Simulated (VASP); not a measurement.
# Os4C (P4mm) in VASP: further runs

Runs on Os4C. Level: PBE. Tasks: single point, relaxation of cell and atoms.

Program: VASP 6.6.1. These are calculated values, not measurements. Logs are shortened: lines on timing, memory, paths and dates and some standing lists are left out, and cuts for length are marked.

### 1 The cell of the first run

The structure is tetragonal, space group P4mm (No. 99). The conventional cell has a = 3.942 Å, b = 3.942 Å, c = 4.229 Å, α = 90.00°, β = 90.00°, γ = 90.00°. Within 3.0 Å of Os (site symmetry 2mm) lie 2 C at 2.04 Å and 10 Os at 2.66 to 2.91 Å. Os (site symmetry 4mm) has 2 C at 1.92 to 2.31 Å within 2.5 Å. Within 4.0 Å of Os (site symmetry 4mm) lie 16 Os at 2.80 to 3.94 Å and 8 C at 3.22 to 3.83 Å. Within 2.5 Å of C (site symmetry 4mm) lie 6 Os at 1.92 to 2.31 Å.

### 2 Single point, PBE

Contents of INCAR:

```
ALGO = Normal
EDIFF = 1E-6
ENCUT = 520
GGA = PE
ISIF = 2
ISMEAR = 0
LASPH = T
LCHARG = F
LREAL = F
LWAVE = F
NBANDS = 26
NELM = 60
PREC = Accurate
SIGMA = 0.1
```

Contents of KPOINTS:

```
k-points
0
Gamma
  10 10 10
```

Contents of POSCAR:

```
Os4C
1.0
    3.9421040140      0.0000000000      0.0000000000
    0.0000000000      3.9421040140      0.0000000000
    0.0000000000      0.0000000000      4.2291147495
Os C
4 1
Direct
    0.5000000000      0.0000000000      0.9585804291
    0.5000000000      0.5000000000      0.5364908808
    0.0000000000      0.5000000000      0.9585804291
    0.0000000000      0.0000000000      0.4635521348
    0.5000000000      0.5000000000      0.0834318679
```

Potentials or basis: VASP PAW PBE potentials, release 64 (Os, C).

On the command line:

```
$ cat potpaw_PBE.64/Os/POTCAR potpaw_PBE.64/C/POTCAR > POTCAR
$ mpirun -np 1 vasp_std > vasp.out
```

OUTCAR:

```text
EDIFF = 1E-6
   ENCUT = 520
   GGA = PE
   ISIF = 2
   ISMEAR = 0
   LASPH = T
   LREAL = F
   NELM = 60
   PREC = Accurate

 ion  position               nearest neighbor table
   1  0.500  0.000  0.959-   5 2.04   5 2.04   2 2.66   2 2.66   3 2.79   3 2.79   3 2.79   3 2.79
                             4 2.88   4 2.88   4 2.91   4 2.91   2 3.14   2 3.14
   2  0.500  0.500  0.536-   5 1.92   5 2.31   3 2.66   1 2.66   1 2.66   3 2.66   4 2.80   4 2.80
                             4 2.80   4 2.80   1 3.14   3 3.14   3 3.14   1 3.14
   3  0.000  0.500  0.959-   5 2.04   5 2.04   2 2.66   2 2.66   1 2.79   1 2.79   1 2.79   1 2.79
                             4 2.88   4 2.88   4 2.91   4 2.91   2 3.14   2 3.14
   4  0.000  0.000  0.464-   2 2.80   2 2.80   2 2.80   2 2.80   3 2.88   1 2.88   3 2.88   1 2.88
                             1 2.91   3 2.91   1 2.91   3 2.91
   5  0.500  0.500  0.083-   2 1.92   1 2.04   3 2.04   1 2.04   3 2.04   2 2.31

  LATTYP: Found a simple tetragonal cell.
 ALAT       =     3.9421040140
 C/A-ratio  =     1.0728064847

  Lattice vectors:

 A1 = (   3.9421040140,   0.0000000000,   0.0000000000)
 A2 = (   0.0000000000,   3.9421040140,   0.0000000000)
 A3 = (   0.0000000000,   0.0000000000,   4.2291147495)

Analysis of symmetry for initial positions (statically):
=====================================================================
 Subroutine PRICEL returns:
 Original cell was already a primitive cell.

 Routine SETGRP: Setting up the symmetry group for a
 simple tetragonal supercell.

 Subroutine GETGRP returns: Found  8 space group operations
 (whereof  8 operations were pure point group operations)
 out of a pool of 16 trial point group operations.

The static configuration has the point symmetry C_4v.

Analysis of symmetry for dynamics (positions and initial velocities):
=====================================================================
 Subroutine PRICEL returns:
 Original cell was already a primitive cell.

 Routine SETGRP: Setting up the symmetry group for a
 simple tetragonal supercell.

 Subroutine GETGRP returns: Found  8 space group operations
 (whereof  8 operations were pure point group operations)
 out of a pool of 16 trial point group operations.

The dynamic configuration has the point symmetry C_4v.

 Subroutine INISYM returns: Found  8 space group operations
 (whereof  8 operations are pure point group operations),
 and found     1 'primitive' translations

----------------------------------------------------------------------------------------

[... 103 lines left out ...]
   NFREE  =      0    steps in history (QN), initial steepest desc. (CG)
   ISIF   =      2    stress and relaxation
   ISYM   =      2    0-nonsym 1-usesym 2-fastsym
   POTIM  = 0.5000    time-step for ionic-motion
   TEBEG  =    0.0;   TEEND  =   0.0 temperature during run
   PSTRESS=    0.0 pullay stress
   NELECT =      36.0000    total number of electrons
   NUPDOWN=      -1.0000    fix difference up-down
   EMIN   =  10.00;   EMAX   =-10.00  energy-range for DOS
   EFERMI =   0.00;   METHOD = LEGACY
   ISMEAR =     0;   SIGMA  =   0.10  broadening in eV -4-tet -1-fermi 0-gaus
   EFERMI_NEDOS =   21; number of points for ismear=-14 and -15
   IALGO  =     38    algorithm
   IMIX   =      4    mixing-type and parameters
     AMIX     =   0.40;   BMIX     =  1.00
     AMIX_MAG =   1.60;   BMIX_MAG =  1.00
  volume/ion in A,a.u.               =      13.14        88.70
  Fermi-wavevector in a.u.,A,eV,Ry     =   1.339493  2.531275 24.412138  1.794242
  Thomas-Fermi vector in A             =   2.467880
   LORBIT       =      0    0 simple, 1 ext, 2 COOP (PROOUT), +10 PAW based schemes
   GGA     = PE    functional components
   LHFCALC =     F    Hartree Fock is set to
   AEXX    =    0.0000 exact exchange contribution
   IVDW    =     0    specifies the selected vdW correction
   LEPSILON=     F    determine dielectric tensor
   LRPA    =     F    only Hartree local field effects (RPA)
 non-spin polarized calculation
 Gauss-broadening in eV      SIGMA  =   0.10
  energy-cutoff  :      520.00
  volume of cell :       65.72
 maximum number of plane-waves:      1796
 NGX is ok and might be reduce to    30
   NGX = 15   NGY = 15   NGZ = 15

 number of electron      36.0000005 magnetization

 Free energy of the ion-electron system (eV)
  ---------------------------------------------------
  ext. energy  EPLUGINS =         0.00000000
  ---------------------------------------------------
  free energy    TOTEN  =       -51.00684392 eV

  energy without entropy =      -50.98640763  energy(sigma->0) =      -50.99662578

 E-fermi :   8.7934     XC(G=0): -13.5737

 val. band max:        8.7930079177   @ k =   0.2000   0.0000   0.2000
 cond. band min:       8.7967700195   @ k =   0.1000   0.0000   0.4000
 fundamental gap:      0.0037621018
 Fermi energy:         8.7934182956

 k-point     1 :       0.0000    0.0000    0.0000
  band No.  band energies     occupation
      1      -6.7238      2.00000
      2      -0.1136      2.00000
      3       1.7313      2.00000
      4       1.7313      2.00000
      5       2.1394      2.00000
      6       2.2988      2.00000
[... 685 lines left out ...]
     25      13.0971      0.00000
     26      14.2932      0.00000

 [... further k-points ...]

------------------------ aborting loop because EDIFF is reached ----------------------------------------

  FORCE on cell =-STRESS in cart. coord.  units (eV):
  Direction    XX          YY          ZZ          XY          YZ          ZX
  --------------------------------------------------------------------------------------
  -------------------------------------------------------------------------------------
  Total        0.5084107      0.5084107      0.6832225      0.0000000     -0.0000000      0.0000000
  in kB       12.3942333     12.3942333     16.6558629      0.0000000     -0.0000000      0.0000000
  external PRESSURE =      13.8147765 kB  Pullay stress =       0.0000000 kB

 VOLUME and BASIS-vectors are now :
 -----------------------------------------------------------------------------
  energy-cutoff  :      520.00
  volume of cell :       65.72
      direct lattice vectors                 reciprocal lattice vectors
     3.942104014  0.000000000  0.000000000     0.253671642  0.000000000  0.000000000
     0.000000000  3.942104014  0.000000000     0.000000000  0.253671642  0.000000000
     0.000000000  0.000000000  4.229114749     0.000000000  0.000000000  0.236456105

 POSITION                                       TOTAL-FORCE (eV/Angst)
 -----------------------------------------------------------------------------------
      1.97105      0.00000      4.05395         0.000000      0.000000     -0.066102
      1.97105      1.97105      2.26888        -0.000000     -0.000000      0.156804
      0.00000      1.97105      4.05395        -0.000000     -0.000000     -0.066102
      0.00000      0.00000      1.96042        -0.000000      0.000000     -0.003075
      1.97105      1.97105      0.35284        -0.000000      0.000000     -0.021525
 -----------------------------------------------------------------------------------
    total drift:                                0.000000      0.000000     -0.000039

  FREE ENERGIE OF THE ION-ELECTRON SYSTEM (eV)
  ---------------------------------------------------
  free  energy   TOTEN  =       -51.0068439236 eV

  energy  without entropy=      -50.9864076271  energy(sigma->0) =      -50.99662578
```

OSZICAR:

```text
N       E                     dE             d eps       ncg     rms          rms(c)
DAV:   1     0.269110865341E+03    0.26911E+03   -0.16984E+04  6552   0.133E+03
DAV:   2    -0.295188905688E+02   -0.29863E+03   -0.28270E+03  6622   0.451E+02
DAV:   3    -0.549917239806E+02   -0.25473E+02   -0.24026E+02  8664   0.981E+01
DAV:   4    -0.560777264390E+02   -0.10860E+01   -0.10701E+01  7956   0.241E+01
DAV:   5    -0.561064787585E+02   -0.28752E-01   -0.28688E-01  8650   0.329E+00    0.425E+01
DAV:   6    -0.514299078263E+02    0.46766E+01   -0.15474E+01  9790   0.245E+01    0.139E+01
DAV:   7    -0.513442750916E+02    0.85633E-01   -0.31378E+00  8940   0.141E+01    0.924E+00
DAV:   8    -0.510739894518E+02    0.27029E+00   -0.13034E+00  9466   0.103E+01    0.555E+00
DAV:   9    -0.510132966028E+02    0.60693E-01   -0.26647E-01  8908   0.402E+00    0.117E+00
DAV:  10    -0.510097174589E+02    0.35791E-02   -0.36676E-02  9438   0.150E+00    0.578E-01
DAV:  11    -0.510073518366E+02    0.23656E-02   -0.92331E-03  9164   0.918E-01    0.358E-01
DAV:  12    -0.510068331332E+02    0.51870E-03   -0.20053E-03  8960   0.329E-01    0.105E-01
DAV:  13    -0.510068560450E+02   -0.22912E-04   -0.25237E-04  8398   0.104E-01    0.335E-02
DAV:  14    -0.510068436380E+02    0.12407E-04   -0.19275E-05  8606   0.333E-02    0.106E-02
DAV:  15    -0.510068439236E+02   -0.28568E-06   -0.19136E-06  4308   0.105E-02
   1 F= -.51006844E+02 E0= -.50996626E+02  d E =-.204363E-01
```

Run time: 2.1 min. Hardware: 1 thread of Intel Xeon Platinum 8488C (Sapphire Rapids), shared host; peak memory 0.3 GiB.

What came out:

```
Free energy            : -51.0068 eV
Pressure               : 1.4 GPa
Largest force          : 0.157 eV/Å
Band gap on the k mesh : zero (bands 18 and 19 overlap by 2.12 eV)
```

Forces in eV/Å, atoms in the order of the input:
```
Os   0.000  0.000 -0.066
Os   0.000  0.000  0.157
Os   0.000  0.000 -0.066
Os   0.000  0.000 -0.003
C    0.000  0.000 -0.022
```

Caveat: spin-orbit coupling is left out, which moves the levels of the heavy elements.

### 3 Relaxation of cell and atoms, PBE

Contents of INCAR:

```
SYSTEM = Os4C
PREC = Accurate
ENCUT = 600
EDIFF = 1E-7
ISMEAR = 0
SIGMA = 0.1
LREAL = .FALSE.
LASPH = .TRUE.
NELM = 100
ALGO = Normal
ISIF = 3
LWAVE = .FALSE.
LCHARG = .FALSE.
GGA = PE
IBRION = 2
NSW = 100
EDIFFG = -0.01
```

Contents of KPOINTS:

```
regular mesh
0
G
  10 10 10
  0 0 0
```

Contents of POSCAR:

```
Os4C
1.0
    3.9470399629      0.0000000000      0.0000000000
    0.0000000000      3.9470399629      0.0000000000
    0.0000000000      0.0000000000      4.2199254962
Os C
4 1
Direct
    0.5000000000      0.0000000000      0.9588999062
    0.5000000000      0.5000000000      0.5374176517
    0.0000000000      0.5000000000      0.9588999062
    0.0000000000      0.0000000000      0.4626564564
    0.5000000000      0.5000000000      0.0827618211
```

Potentials or basis: VASP PAW PBE potentials, release 64 (Os, C).

On the command line:

```
$ cat potpaw_PBE.64/Os/POTCAR potpaw_PBE.64/C/POTCAR > POTCAR
$ mpirun -np 1 vasp_std > vasp.out
```

It took 11 min on 1 thread of Intel Xeon Platinum 8488C (Sapphire Rapids), shared host; peak memory 0.34 GiB.

It converged, with:

```
Free energy                           : -51.0122 eV
Relaxed volume                        : 13.20 Å³/atom
Relaxed cell                          : a = 3.944 Å, b = 3.944 Å, c = 4.241 Å, α = 90.00°, β = 90.00°, γ = 90.00°
Space group after relaxing (to 0.1 Å) : P4mm (No. 99)
Energy gained by relaxing             : 0.5 meV/atom
Ionic steps                           : 9
Pressure after relaxing               : 0.0 GPa
Largest force after relaxing          : 0.007 eV/Å
Band gap on the k mesh                : zero (bands 18 and 19 overlap by 2.08 eV)
```

Forces on the atoms (eV/Å):
```
Os   0.000  0.000  0.003
Os   0.000  0.000  0.001
Os   0.000  0.000  0.003
Os   0.000  0.000 -0.007
C    0.000  0.000  0.001
```

Step by step:
```csv
step,energy change (eV),largest force (eV/Å),pressure (GPa),volume (Å³)
1,0.0000,0.0389,1.25,65.74
2,0.0075,0.1735,-3.94,66.72
3,-0.0015,0.0789,-0.28,66.02
4,-0.0022,0.0779,0.08,65.97
5,-0.0022,0.0779,0.09,65.97
6,-0.0024,0.0487,-0.08,66.01
7,-0.0025,0.0383,-0.04,66.00
8,-0.0025,0.0273,0.09,65.98
9,-0.0025,0.0068,0.03,65.99
```

Final structure:
```xyz
5
Lattice="3.9444 0.0000 0.0000 0.0000 3.9444 0.0000 0.0000 0.0000 4.2414" Properties=species:S:1:pos:R:3 pbc="T T T"
Os    1.9722    0.0000    4.0621
Os    1.9722    1.9722    2.2799
Os    0.0000    1.9722    4.0621
Os    0.0000    0.0000    1.9638
C     1.9722    1.9722    0.3589
```

Levels at points of the mesh, in eV from the Fermi level:
```csv
k point,band 14,band 15,band 16,band 17,band 18,band 19,band 20,band 21,band 22
"(0.00, 0.00, 0.00)",-0.77,-0.31,0.98,1.13,1.25,1.25,1.35,1.87,1.87
"(0.50, 0.00, 0.00)",-1.85,-1.66,-1.54,-1.22,-0.96,-0.83,0.38,1.13,1.86
"(0.50, 0.50, 0.00)",-3.02,-2.46,-1.66,-0.99,-0.76,-0.76,-0.39,-0.11,2.63
"(0.00, 0.00, 0.50)",-1.52,-1.52,-1.48,-1.34,-1.34,-0.41,1.20,1.98,2.40
"(0.50, 0.00, 0.50)",-2.95,-2.01,-1.58,-1.19,-0.77,-0.44,-0.35,1.35,1.54
"(0.50, 0.50, 0.50)",-0.89,-0.89,-0.77,-0.33,0.42,0.42,1.10,1.34,1.34
```

Caveat: spin-orbit coupling is left out, which moves the levels of the heavy elements.
